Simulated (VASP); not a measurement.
Wanted: the native input for a VASP 6.6.1 run.

| Property | Result |
| --- | --- |
| Task | single point |
| Functional | r2SCAN |
| Potentials or basis | VASP PAW PBE potentials, release 64 (B, P) |
| Cutoff | 520 eV |
| k mesh | 9 × 9 × 4 |
| Occupations | gaussian, width 0.01 eV |
| Spin | no spin polarisation |
| Dipole correction | no |
| Further INCAR settings | ALGO = Normal; EDIFF = 1e-06; NBANDS = 16 |

The system is BP.

```
B P
1.0
     3.26677    0.00000    0.00000
    -1.63339    2.82911    0.00000
     0.00000    0.00000    8.63268
B P
2 2
Direct
  0.33333 0.66667 0.25000
  0.66667 0.33333 0.75000
  0.66667 0.33333 0.25000
  0.33333 0.66667 0.75000
```

These files were run (other wordings do the same):

POSCAR

```
BP
1.0
    3.2667736237      0.0000000000      0.0000000000
   -1.6333868119      2.8291089465      0.0000000000
    0.0000000000      0.0000000000      8.6326819183
B P
2 2
Direct
    0.3333333333      0.6666666667      0.2500000000
    0.6666666667      0.3333333333      0.7500000000
    0.6666666667      0.3333333333      0.2500000000
    0.3333333333      0.6666666667      0.7500000000
```

INCAR.step1

```
SYSTEM = BP
ALGO = Normal ; EDIFF = 1E-4
ENCUT = 520 ; GGA = PE
ISMEAR = 0 ; LASPH = .True.
LCHARG = .False. ; LREAL = .False.
LWAVE = .True. ; NBANDS = 16
NELM = 100 ; PREC = Accurate
SIGMA = 0.01
```

INCAR.step2

```
SYSTEM = BP
ALGO = Normal ; EDIFF = 1E-6
ENCUT = 520 ; ISIF = 2
ISMEAR = 0 ; ISTART = 1
LASPH = .True. ; LCHARG = .False.
LMIXTAU = .True. ; LREAL = .False.
LWAVE = .False. ; METAGGA = R2SCAN
NBANDS = 16 ; NELM = 100
PREC = Accurate ; SIGMA = 0.01
```

KPOINTS

```
k-points
0
Gamma
  9 9 4
  0 0 0
```

Potentials or basis: VASP PAW PBE potentials, release 64 (B, P).

Launch:

```sh
$ cat potpaw_PBE.64/B/POTCAR potpaw_PBE.64/P/POTCAR > POTCAR
$ cp INCAR.step1 INCAR
$ mpirun -np 1 vasp_std > vasp.out
$ cp INCAR.step2 INCAR
$ mpirun -np 1 vasp_std > vasp.out
```

It gave:

```
Pressure               : -5.7 GPa
Band gap on the k mesh : 1.14 eV
```

Caveat: the stress differs along the axes, from -8 to -0 GPa; the PAW data sets were made with another functional, which shifts forces and pressure a little.

It took 90 s on 1 thread of AMD EPYC 9R45 96-Core Processor (Zen 5), with other jobs on the host, peak memory 0.17 GiB.
